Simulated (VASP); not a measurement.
Input of a VASP 6.6.1 run:

Contents of INCAR:

```
PREC = Accurate
ENCUT = 520
EDIFF = 1E-6
ISMEAR = 0
SIGMA = 0.1
LREAL = F
LASPH = T
NELM = 100
ALGO = Normal
ISIF = 2
LWAVE = F
LCHARG = T
GGA = PE
LELF = T
LVHAR = T
NBANDS = 38
```

The input KPOINTS:

```
Automatic mesh
0
Gamma
  6 6 4
```

Contents of POSCAR:

```
Y3NbO2
1.0
    3.9159155385      0.0000000000      0.0000000000
   -1.9579577693      3.3912823354      0.0000000000
    0.0000000000      0.0000000000      9.2131373920
Y Nb O
3 1 2
Direct
    0.3333333333      0.6666666667      0.7789200429
    0.6666666667      0.3333333333      0.2210799571
    0.0000000000      0.0000000000      0.5000000000
    0.0000000000      0.0000000000      0.0000000000
    0.0000000000      0.0000000000      0.7552490843
    0.0000000000      0.0000000000      0.2447509157
```

Potentials or basis: VASP PAW PBE potentials, release 64 (Y_sv, Nb_sv, O).

Command:

```console
$ cat potpaw_PBE.64/Y_sv/POTCAR potpaw_PBE.64/Nb_sv/POTCAR potpaw_PBE.64/O/POTCAR > POTCAR
$ mpirun -np 1 vasp_std > vasp.out
```

Estimate the pressure.

0.0 GPa.

Estimate the band gap on the k mesh.

zero (bands 29 and 30 overlap by 1.34 eV).

Predict the largest force.

0.006 eV/Å.

Forces in eV/Å, atoms in the order of the input:
```
Y    0.000  0.000  0.001
Y    0.000  0.000 -0.001
Y    0.000  0.000  0.000
Nb   0.000  0.000  0.000
O    0.000  0.000  0.006
O    0.000  0.000 -0.006
```
